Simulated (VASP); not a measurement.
# GaN (P6_3mc) in VASP: single point with PBEsol

Aim: the single point of GaN with PBEsol.

All numbers are computed with VASP 6.6.1; they aren't measurements. Logs are shortened: lines on timing, memory, paths and dates and some standing lists are left out, and cuts for length are marked.

**1. The cell of the first run**

It takes space group P6_3mc (No. 186, hexagonal). The conventional cell has a = 3.111 Å, b = 3.111 Å, c = 5.069 Å, α = 90.00°, β = 90.00°, γ = 120.00°. Within 2.5 Å of Ga (site symmetry 3m) lie 4 N at 1.90 to 1.91 Å. Within 2.5 Å of N (site symmetry 3m) lie 4 Ga at 1.90 to 1.91 Å.

**2. Single point, PBEsol, non-collinear spin, zero start, spin-orbit coupling**

The input, INCAR:

```
SYSTEM = GaN
  PREC = Accurate
  ENCUT = 520
  EDIFF = 1E-7
  ISMEAR = 0
  SIGMA = 0.01
  LREAL = .False.
  LASPH = .True.
  NELM = 150
  ALGO = Normal
  ISIF = 2
  LWAVE = .False.
  LCHARG = .False.
  LNONCOLLINEAR = .True.
  MAGMOM = 0 0 0 0 0 0 0 0 0 0 0 0
  LORBIT = 11
  LSORBIT = .True.
  GGA_COMPAT = .False.
  LORBMOM = .True.
  GGA = PS
  NBANDS = 50
```

The input, KPOINTS:

```
Automatic mesh
0
Gamma
  8 8 4
  0 0 0
```

The input, POSCAR:

```
GaN
1.0
    3.1105091416      0.0000000000      0.0000000000
   -1.5552545708      2.6937799353      0.0000000000
    0.0000000000      0.0000000000      5.0691696712
Ga N
2 2
Direct
    0.3333333333      0.6666666667     -0.0006769574
    0.6666666667      0.3333333333      0.4993230426
    0.3333333333      0.6666666667      0.3756769574
    0.6666666667      0.3333333333      0.8756769574
```

Potentials or basis: VASP PAW PBE potentials, release 64 (Ga_d, N).

Launch:

```console
$ cat potpaw_PBE.64/Ga_d/POTCAR potpaw_PBE.64/N/POTCAR > POTCAR
$ mpirun -np 1 vasp_ncl > vasp.out
```

OUTCAR:

```text
SYSTEM = GaN
   PREC = Accurate
   ENCUT = 520
   EDIFF = 1E-7
   ISMEAR = 0
   LREAL = .False.
   LASPH = .True.
   NELM = 150
   ISIF = 2
   LNONCOLLINEAR = .True.
   LORBIT = 11
   LSORBIT = .True.
   GGA = PS

 ion  position               nearest neighbor table
   1  0.333  0.667  0.999-   4 1.90   4 1.90   4 1.90   3 1.91
   2  0.667  0.333  0.499-   3 1.90   3 1.90   3 1.90   4 1.91
   3  0.333  0.667  0.376-   2 1.90   2 1.90   2 1.90   1 1.91
   4  0.667  0.333  0.876-   1 1.90   1 1.90   1 1.90   2 1.91

  LATTYP: Found a hexagonal cell.
 ALAT       =     3.1105091416
 C/A-ratio  =     1.6296912950

  Lattice vectors:

 A1 = (   3.1105091416,   0.0000000000,   0.0000000000)
 A2 = (  -1.5552545708,   2.6937799353,   0.0000000000)
 A3 = (   0.0000000000,   0.0000000000,   5.0691696712)

Analysis of symmetry for initial positions (statically):
=====================================================================
 Subroutine PRICEL returns:
 Original cell was already a primitive cell.

 Routine SETGRP: Setting up the symmetry group for a
 hexagonal supercell.

 Subroutine GETGRP returns: Found 12 space group operations
 (whereof  6 operations were pure point group operations)
 out of a pool of 24 trial point group operations.

The static configuration has the point symmetry C_3v.
 The point group associated with its full space group is C_6v.

Analysis of symmetry for dynamics (positions and initial velocities):
=====================================================================
 Subroutine PRICEL returns:
 Original cell was already a primitive cell.

 Routine SETGRP: Setting up the symmetry group for a
 hexagonal supercell.

 Subroutine GETGRP returns: Found 12 space group operations
 (whereof  6 operations were pure point group operations)
 out of a pool of 24 trial point group operations.

The dynamic configuration has the point symmetry C_3v.
 The point group associated with its full space group is C_6v.

Analysis of structural, dynamic, and magnetic symmetry:
=====================================================================
 Subroutine PRICEL returns:
 Original cell was already a primitive cell.

 Routine SETGRP: Setting up the symmetry group for a
 hexagonal supercell.

 Subroutine GETGRP returns: Found 12 space group operations
 (whereof  6 operations were pure point group operations)
 out of a pool of 24 trial point group operations.

The overall configuration has the point symmetry C_3v.
 The point group associated with its full space group is C_6v.

 Subroutine INISYM returns: Found 12 space group operations
 (whereof  6 operations are pure point group operations),
 and found     1 'primitive' translations

[... 1412 lines left out ...]
    total drift:                               -0.000000      0.000000      0.000444

  FREE ENERGIE OF THE ION-ELECTRON SYSTEM (eV)
  ---------------------------------------------------
  free  energy   TOTEN  =       -26.1496487404 eV

  energy  without entropy=      -26.1496487404  energy(sigma->0) =      -26.14964874

 orbital moment (x)

 # of ion     p       d       tot
 ----------------------------------------
  1         0.000  -0.000  -0.000
  2        -0.000   0.000   0.000
  3         0.000   0.000   0.000
  4        -0.000   0.000  -0.000
 ----------------------------------------
           -0.000   0.000   0.000

 orbital moment (y)

 # of ion     p       d       tot
 ----------------------------------------
  1        -0.000  -0.000  -0.000
  2        -0.000   0.000   0.000
  3         0.000   0.000   0.000
  4        -0.000   0.000  -0.000
 ----------------------------------------
           -0.000  -0.000  -0.000

 orbital moment (z)

 # of ion     p       d       tot
 ----------------------------------------
  1         0.000  -0.000   0.000
  2         0.000   0.000   0.000
  3        -0.000   0.000  -0.000
  4        -0.000   0.000  -0.000
 ----------------------------------------
            0.000  -0.000  -0.000

 Spin-Orbit-Coupling matrix elements

 Ion:    1  E_soc:     -0.0112925
 l=   1
     0.0000000    -0.0010436    -0.0010494
    -0.0010436     0.0000000    -0.0010436
    -0.0010494    -0.0010436     0.0000000
 l=   2
     0.0000000    -0.0001653     0.0000000    -0.0001653    -0.0006756
    -0.0001653     0.0000000    -0.0005054    -0.0001621    -0.0001653
     0.0000000    -0.0005054     0.0000000    -0.0005054     0.0000000
    -0.0001653    -0.0001621    -0.0005054     0.0000000    -0.0001653
    -0.0006756    -0.0001653     0.0000000    -0.0001653     0.0000000
 l=   3
     0.0000000     0.0000000     0.0000000     0.0000000     0.0000000     0.0000000     0.0000000
     0.0000000     0.0000000     0.0000000     0.0000000     0.0000000     0.0000000     0.0000000
     0.0000000     0.0000000     0.0000000     0.0000000     0.0000000     0.0000000     0.0000000
     0.0000000     0.0000000     0.0000000     0.0000000     0.0000000     0.0000000     0.0000000
[... 49 lines left out ...]
 l=   2
     0.0000000     0.0000000     0.0000000     0.0000000     0.0000000
     0.0000000     0.0000000     0.0000000     0.0000000     0.0000000
     0.0000000     0.0000000     0.0000000     0.0000000     0.0000000
     0.0000000     0.0000000     0.0000000     0.0000000     0.0000000
     0.0000000     0.0000000     0.0000000     0.0000000     0.0000000
 l=   3
     0.0000000     0.0000000     0.0000000     0.0000000     0.0000000     0.0000000     0.0000000
     0.0000000     0.0000000     0.0000000     0.0000000     0.0000000     0.0000000     0.0000000
     0.0000000     0.0000000     0.0000000     0.0000000     0.0000000     0.0000000     0.0000000
     0.0000000     0.0000000     0.0000000     0.0000000     0.0000000     0.0000000     0.0000000
     0.0000000     0.0000000     0.0000000     0.0000000     0.0000000     0.0000000     0.0000000
     0.0000000     0.0000000     0.0000000     0.0000000     0.0000000     0.0000000     0.0000000
     0.0000000     0.0000000     0.0000000     0.0000000     0.0000000     0.0000000     0.0000000

 total charge

# of ion       s       p       d       tot
------------------------------------------
    1        0.804   0.995  10.230  12.029
    2        0.804   0.995  10.230  12.029
    3        1.216   2.568   0.000   3.785
    4        1.216   2.568   0.000   3.785
--------------------------------------------------
tot          4.040   7.128  20.460  31.628

 magnetization (x)

# of ion       s       p       d       tot
------------------------------------------
    1        0.000   0.000   0.000   0.000
    2        0.000   0.000  -0.000  -0.000
    3       -0.000   0.000   0.000   0.000
    4        0.000  -0.000   0.000  -0.000
--------------------------------------------------
tot          0.000   0.000   0.000   0.000

 magnetization (y)

# of ion       s       p       d       tot
------------------------------------------
    1        0.000   0.000   0.000   0.000
    2        0.000   0.000   0.000   0.000
    3        0.000   0.000   0.000   0.000
    4        0.000   0.000   0.000   0.000
--------------------------------------------------
tot          0.000   0.000   0.000   0.000

 magnetization (z)

# of ion       s       p       d       tot
------------------------------------------
    1        0.000   0.000   0.000   0.000
    2        0.000   0.000   0.000   0.000
    3       -0.000  -0.000   0.000  -0.000
    4       -0.000  -0.000   0.000  -0.000
--------------------------------------------------
tot         -0.000  -0.000   0.000  -0.000
```

Run time: 5.4 min. Hardware: 1 thread of Intel Xeon 8259CL, shared host; peak memory 0.32 GiB.

Results:

* Free energy: -26.1496 eV
* Pressure: 14.7 GPa
* Net moment: 0.00 μB per cell
* Valence electrons inside the program's atomic spheres: Ga 12.03; N 3.79

Moments on the atoms (μB; x, y, z):
```
Ga  0.00 0.00 0.00
Ga  0.00 0.00 0.00
N   0.00 0.00 0.00
N   0.00 0.00 0.00
```

Caveat: the cell stands under pressure; the PAW data sets were made with another functional, which shifts forces and pressure a little.
